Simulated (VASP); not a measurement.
# RbBr (Pm-3m) in VASP: vibrations by perturbation theory with LDA

Aim: the vibrations by perturbation theory of RbBr with LDA.

All numbers are computed with VASP 6.6.1; they aren't measurements. Logs are shortened: lines on timing, memory, paths and dates and some standing lists are left out, and cuts for length are marked.

## Step 1: The cell of the first run

The structure is cubic, space group Pm-3m (No. 221). Conventional cell: a = 3.968 Å, b = 3.968 Å, c = 3.968 Å, α = 90.00°, β = 90.00°, γ = 90.00°. Within 4.5 Å of Rb (site symmetry m-3m) lie 8 Br at 3.44 Å and 6 Rb at 3.97 Å. Br (site symmetry m-3m) has 8 Rb at 3.44 Å and 6 Br at 3.97 Å within 4.5 Å.

## Step 2: Vibrations by perturbation theory, LDA

Input file INCAR:

```
PREC = Accurate
ENCUT = 520
EDIFF = 1E-8
ISMEAR = 0
SIGMA = 0.01
LREAL = False
LASPH = True
NELM = 80
ALGO = Normal
ISIF = 2
LWAVE = False
LCHARG = False
IBRION = 8
NSW = 1
LEPSILON = True
```

Input file KPOINTS:

```
Automatic mesh
0
Gamma
  6 6 6
```

Input file POSCAR:

```
RbBr
1.0
    3.9675087118      0.0000000000      0.0000000000
    0.0000000000      3.9675087118      0.0000000000
    0.0000000000      0.0000000000      3.9675087118
Rb Br
1 1
Direct
    0.0000000000      0.0000000000      0.0000000000
    0.5000000000      0.5000000000      0.5000000000
```

Potentials or basis: VASP PAW LDA potentials, release 64 (Rb_sv, Br).

Started as:

```sh
> cat potpaw_LDA.64/Rb_sv/POTCAR potpaw_LDA.64/Br/POTCAR > POTCAR
> mpirun -np 1 vasp_std > vasp.out
```

OUTCAR:

```text
PREC = Accurate
   ENCUT = 520
   EDIFF = 1E-8
   ISMEAR = 0
   LREAL = False
   LASPH = True
   NELM = 80
   ISIF = 2
   IBRION = 8
   NSW = 1
   LEPSILON = True

 ion  position               nearest neighbor table
   1  0.000  0.000  0.000-   2 3.44   2 3.44   2 3.44   2 3.44   2 3.44   2 3.44   2 3.44   2 3.44

   2  0.500  0.500  0.500-   1 3.44   1 3.44   1 3.44   1 3.44   1 3.44   1 3.44   1 3.44   1 3.44

  LATTYP: Found a simple cubic cell.
 ALAT       =     3.9675087118

  Lattice vectors:

 A1 = (   3.9675087118,   0.0000000000,   0.0000000000)
 A2 = (   0.0000000000,   3.9675087118,   0.0000000000)
 A3 = (   0.0000000000,   0.0000000000,   3.9675087118)

Analysis of symmetry for initial positions (statically):
=====================================================================
 Subroutine PRICEL returns:
 Original cell was already a primitive cell.

 Routine SETGRP: Setting up the symmetry group for a
 simple cubic supercell.

 Subroutine GETGRP returns: Found 48 space group operations
 (whereof 48 operations were pure point group operations)
 out of a pool of 48 trial point group operations.

The static configuration has the point symmetry O_h .

Analysis of symmetry for dynamics (positions and initial velocities):
=====================================================================
 Subroutine PRICEL returns:
 Original cell was already a primitive cell.

 Routine SETGRP: Setting up the symmetry group for a
 simple cubic supercell.

 Subroutine GETGRP returns: Found 48 space group operations
 (whereof 48 operations were pure point group operations)
 out of a pool of 48 trial point group operations.

The dynamic configuration has the point symmetry O_h .

 Subroutine INISYM returns: Found 48 space group operations
 (whereof 48 operations are pure point group operations),
 and found     1 'primitive' translations

----------------------------------------------------------------------------------------

[... 526 lines left out ...]
 MACROSCOPIC STATIC DIELECTRIC TENSOR (including local field effects in DFT)
 ------------------------------------------------------
           3.175967     0.000000    -0.000000
          -0.000000     3.175967     0.000000
           0.000000     0.000000     3.175967
 ------------------------------------------------------

 PIEZOELECTRIC TENSOR (including local field effects)  for field in x, y, z        (e  Angst)
          XX          YY          ZZ          XY          YZ          ZX
  --------------------------------------------------------------------------------
  x     0.00000     0.00000     0.00000     0.00000     0.00000     0.00000
  y     0.00000     0.00000     0.00000     0.00000     0.00000     0.00000
  z     0.00000     0.00000     0.00000     0.00000     0.00000     0.00000

 PIEZOELECTRIC TENSOR (including local field effects)  for field in x, y, z        (C/m^2)
          XX          YY          ZZ          XY          YZ          ZX
  --------------------------------------------------------------------------------
  x     0.00000     0.00000     0.00000     0.00000     0.00000     0.00000
  y     0.00000     0.00000     0.00000     0.00000     0.00000     0.00000
  z     0.00000     0.00000     0.00000     0.00000     0.00000     0.00000

 BORN EFFECTIVE CHARGES (including local field effects) (in |e|, cummulative output)
 ---------------------------------------------------------------------------------
 ion    1
    1     1.23036     0.00000    -0.00000
    2     0.00000     1.23036     0.00000
    3     0.00000     0.00000     1.23036
 ion    2
    1    -1.23036    -0.00000     0.00000
    2    -0.00000    -1.23036    -0.00000
    3    -0.00000     0.00000    -1.23036

 INTERNAL STRAIN TENSOR FOR ION    2 for displacements in x,y,z  (eV/Angst):
          X           Y           Z          XY          YZ          ZX
  --------------------------------------------------------------------------------
  x     0.00000     0.00000     0.00000     0.00000     0.00000     0.00000
  y     0.00000     0.00000     0.00000     0.00000     0.00000     0.00000
  z     0.00000     0.00000     0.00000     0.00000     0.00000     0.00000

 SECOND DERIVATIVES (NOT SYMMETRIZED)
 ------------------------------------
               1X          1Y          1Z          2X          2Y          2Z
  1X    -1.221507    0.000000   -0.000000    1.221507   -0.000000    0.000000
  1Y     0.000000   -1.221507   -0.000000   -0.000000    1.221507    0.000000
  1Z     0.000000    0.000000   -1.221507   -0.000000   -0.000000    1.221507
  2X     1.218809    0.000000    0.000000   -1.218809    0.000000    0.000000
  2Y     0.000000    1.218809    0.000000    0.000000   -1.218809    0.000000
  2Z     0.000000    0.000000    1.218809    0.000000    0.000000   -1.218809

 Eigenvectors and eigenvalues of the dynamical matrix
 ----------------------------------------------------

   1 f  =    2.687173 THz    16.884009 2PiTHz   89.634459 cm-1    11.113252 meV
             X         Y         Z           dx          dy          dz
      0.000000  0.000000  0.000000     0.000000   -0.695507    0.000000
      1.983754  1.983754  1.983754     0.000000    0.718520    0.000000
[... 21 lines left out ...]
   6 f/i=    0.001484 THz     0.009326 2PiTHz    0.049510 cm-1     0.006139 meV
             X         Y         Z           dx          dy          dz
      0.000000  0.000000  0.000000     0.000000    0.000000    0.718520
      1.983754  1.983754  1.983754     0.000000    0.000000    0.695507

--------------------------------------------------------------------------------------------------------

 MACROSCOPIC STATIC DIELECTRIC TENSOR IONIC CONTRIBUTION
 ------------------------------------------------------
           3.594697     0.000000     0.000000
           0.000000     3.594697     0.000000
           0.000000     0.000000     3.594697
 ------------------------------------------------------

 ELASTIC MODULI CONTR FROM IONIC RELAXATION (kBar)
 Direction    XX          YY          ZZ          XY          YZ          ZX
 --------------------------------------------------------------------------------
 XX           0.0000      0.0000      0.0000      0.0000      0.0000      0.0000
 YY           0.0000      0.0000      0.0000      0.0000      0.0000      0.0000
 ZZ           0.0000      0.0000      0.0000      0.0000      0.0000      0.0000
 XY           0.0000      0.0000      0.0000      0.0000      0.0000      0.0000
 YZ           0.0000      0.0000      0.0000      0.0000      0.0000      0.0000
 ZX           0.0000      0.0000      0.0000      0.0000      0.0000      0.0000
 --------------------------------------------------------------------------------

 PIEZOELECTRIC TENSOR IONIC CONTR  for field in x, y, z        (C/m^2)
          XX          YY          ZZ          XY          YZ          ZX
  --------------------------------------------------------------------------------
  x     0.00000     0.00000     0.00000     0.00000     0.00000     0.00000
  y     0.00000     0.00000     0.00000     0.00000     0.00000     0.00000
  z     0.00000     0.00000     0.00000     0.00000     0.00000     0.00000
```

It took 4 min on 1 thread of Intel Xeon Platinum 8488C (Sapphire Rapids), shared host; peak memory 0.22 GiB.

What came out:

```
Electronic dielectric tensor (diagonal)                 : 3.18
Born charges (mean of the diagonal)                     : Rb +1.23; Br -1.23 e
Highest phonon frequency at Γ, LO-TO splitting left out : 90 cm⁻¹
```

Phonon frequencies in cm⁻¹ (negative: imaginary):
```
              q point     frequencies
(0.000, 0.000, 0.000)  0 0 0 90 90 90
```

Electronic dielectric tensor:
```
3.18 0.00 0.00
0.00 3.18 0.00
0.00 0.00 3.18
```

Born effective charge tensors (e):
atom 1, Rb
```
1.23 0.00 0.00
0.00 1.23 0.00
0.00 0.00 1.23
```
atom 2, Br
```
-1.23  0.00  0.00
 0.00 -1.23  0.00
 0.00  0.00 -1.23
```
